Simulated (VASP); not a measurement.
Here is a VASP 6.6.1 calculation.

Contents of INCAR:

```
PREC = Accurate
ENCUT = 520
EDIFF = 1E-6
ISMEAR = 0
SIGMA = 0.05
LREAL = False
LASPH = True
NELM = 60
ALGO = Normal
ISIF = 2
LWAVE = False
LCHARG = True
GGA = PE
LELF = True
LVHAR = True
NBANDS = 15
```

File KPOINTS:

```
regular mesh
0
Gamma
  8 8 8
```

File POSCAR:

```
KF
1.0
    0.0000000000      2.7391639696      2.7391639696
    2.7391639696      0.0000000000      2.7391639696
    2.7391639696      2.7391639696      0.0000000000
K F
1 1
Direct
    0.0000000000      0.0000000000      0.0000000000
    0.5000000000      0.5000000000      0.5000000000
```

Potentials or basis: VASP PAW PBE potentials, release 64 (K_sv, F).

Launch:

```console
$ cat potpaw_PBE.64/K_sv/POTCAR potpaw_PBE.64/F/POTCAR > POTCAR
$ mpirun -np 1 vasp_std > vasp.out
```

What does it give for the pressure?

-0.9 GPa.

Predict the band gap on the k mesh.

5.79 eV, direct.

A k mesh can miss the band edges.
